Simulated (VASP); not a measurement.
Input of a VASP 6.6.1 run:

INCAR

```
SYSTEM = P
PREC     = Accurate       ! precision mode
ENCUT    = 500            ! plane-wave cutoff, eV
EDIFF    = 1E-7           ! SCF threshold, eV
ISMEAR   = 0              ! smearing method
SIGMA    = 0.1            ! smearing width, eV
LREAL    = .FALSE.        ! projectors in reciprocal space
LASPH    = .TRUE.         ! aspherical terms in the spheres
NELM     = 120            ! most SCF steps
ALGO     = Normal         ! electronic algorithm
ISIF     = 3              ! what is computed and relaxed
LWAVE    = .FALSE.        ! write WAVECAR
LCHARG   = .FALSE.        ! write CHGCAR
GGA      = PS             ! functional
IVDW     = 12             ! dispersion correction
IBRION   = 2              ! ionic algorithm
NSW      = 70             ! ionic steps
EDIFFG   = -0.004         ! ionic threshold
PSTRESS  = 4000.0       
GGA_COMPAT= .FALSE.      
NELMIN   = 4
```

Contents of KPOINTS:

```
Automatic mesh
0
G
  20 20 20
  0 0 0
```

Contents of POSCAR:

```
P
1.0
    1.8986917058      0.0000000000      0.0000000000
    0.0000000000      1.8986917058      0.0000000000
    0.0000000000      0.0000000000      1.8986917058
P
1
Direct
    0.0000000000      0.0000000000      0.0000000000
```

Potentials or basis: VASP PAW PBE potentials, release 64 (P).

Command:

```sh
$ cat potpaw_PBE.64/P/POTCAR > POTCAR
$ mpirun -np 1 vasp_std > vasp.out
```

(1) Estimate the dispersion energy per atom.

(2) Predict the relaxed volume.

Results:

(1) -0.841 eV.

(2) 6.84 Å³/atom.

Caveat: the cell is relaxed towards a set pressure, so the enthalpy falls and the energy may rise; the PAW data sets were made with another functional, which shifts forces and pressure a little; pairwise dispersion overbinds metals, which lowers pressure and volume.
